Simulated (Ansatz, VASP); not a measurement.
Si7Ge in VASP and in Ansatz

```
Si Ge
1.0
     0.00000   -5.45918    0.00000
     0.00000    0.00000   -5.45918
    10.61835    0.00000    0.00000
Si Ge
14 2
Direct
  0.74740 0.74740 0.70893
  0.74740 0.74740 0.19480
  0.50000 0.50000 0.57906
  0.50000 0.50000 0.06493
  0.50000 0.00000 0.83612
  0.50000 0.00000 0.32200
  0.00000 0.50000 0.83612
  0.00000 0.50000 0.32200
  0.74740 0.25260 0.96332
  0.74740 0.25260 0.44919
  0.25260 0.74740 0.96332
  0.25260 0.74740 0.44919
  0.25260 0.25260 0.70893
  0.25260 0.25260 0.19480
  0.00000 0.00000 0.57906
  0.00000 0.00000 0.06493
```

Alike in both runs: task single point; functional PBEsol; k mesh 6 × 6 × 3; occupations gaussian, width 0.03 eV; no spin polarisation.

|  | VASP | Ansatz |
| --- | --- | --- |
| version | VASP 6.6.1 | Ansatz 0.2.0 |
| potentials or method | VASP PAW PBE potentials, release 64 (Si, Ge_d), cutoff 520 eV | scalar-relativistic, plane waves, PAW |
| valence electrons in the cell | 84 | 84 |

```tsv
	VASP	Ansatz	Ansatz less VASP
gap on the k mesh at the Fermi level (eV)	none	none	-
pressure (GPa)	3.1	3.0	-0.09
traceless stress, the component that is largest in VASP (GPa)	-2.34	-2.35	-0.005
rms of the force components (eV/Å)	0.691	0.692	+0.0009
```

VASP's potentials were made for PBE, not for PBEsol. Atom by atom the forces differ by 0.005 eV/Å (rms over components). A gap of «none» marks a metal or a gap that the smearing closes.
